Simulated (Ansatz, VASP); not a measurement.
PbSe in VASP and in Ansatz

INCAR

```
SYSTEM = PbSe
PREC = Accurate
ENCUT = 600
EDIFF = 1E-6
ISMEAR = -1
SIGMA = 0.05
LREAL = .FALSE.
LASPH = .TRUE.
NELM = 100
ALGO = Normal
ISIF = 3
LWAVE = .FALSE.
LCHARG = .FALSE.
GGA = PS
IBRION = 2
NSW = 80
EDIFFG = -0.005
```

The input KPOINTS:

```
regular mesh
0
G
  8 8 8
  0 0 0
```

File POSCAR:

```
PbSe
1.0
    0.0000000000      3.0606500000      3.0606500000
    3.0606500000      0.0000000000      3.0606500000
    3.0606500000      3.0606500000      0.0000000000
Pb Se
1 1
Direct
    0.0000000000      0.0000000000      0.0000000000
    0.5000000000      0.5000000000      0.5000000000
```

File input.yaml:

```yaml
crystal:
  lattice:
    - [0.0, 3.06065, 3.06065]
    - [3.06065, 0.0, 3.06065]
    - [3.06065, 3.06065, 0.0]
  atoms:
    - { symbol: Pb, position: [0.0, 0.0, 0.0] }
    - { symbol: Se, position: [0.5, 0.5, 0.5] }
kpoints:
  mp_grid: { grid: [8, 8, 8] }
scf:
  occupations: { method: fermi_dirac, width: 0.05 }
hamiltonian:
  xc: pbesol
  pseudopotentials: { kind: all_electron, lapw: { basis_error: 0.001 } }
output:
  forces: true
  stress: true
relax:
  f_tol: 0.005
  max_steps: 60
  cell: {}
```

Alike in both runs: task relaxation of cell and atoms; functional PBEsol; k mesh 8 × 8 × 8; occupations fermi-dirac, width 0.05 eV; no spin polarisation.

|  | VASP | Ansatz |
| --- | --- | --- |
| version | VASP 6.6.1 | Ansatz 0.2.0 |
| potentials or method | VASP PAW PBE potentials, release 64 (Pb_d, Se), cutoff 600 eV | all-electron LAPW, scalar-relativistic |

VASP gave:

```
relaxed volume (Å³/atom)                                     : 28.42
relaxed cell length with the largest relative difference (Å) : 4.316
```

Q: What did Ansatz give for the same quantities?

A: Relaxed volume (Å³/atom): 28.40; relaxed cell length with the largest relative difference (Å): 4.315.

VASP's potentials were made for PBE, not for PBEsol. Ansatz ran all-electron here, and VASP with PAW potentials.

Neither program's run includes spin-orbit coupling.
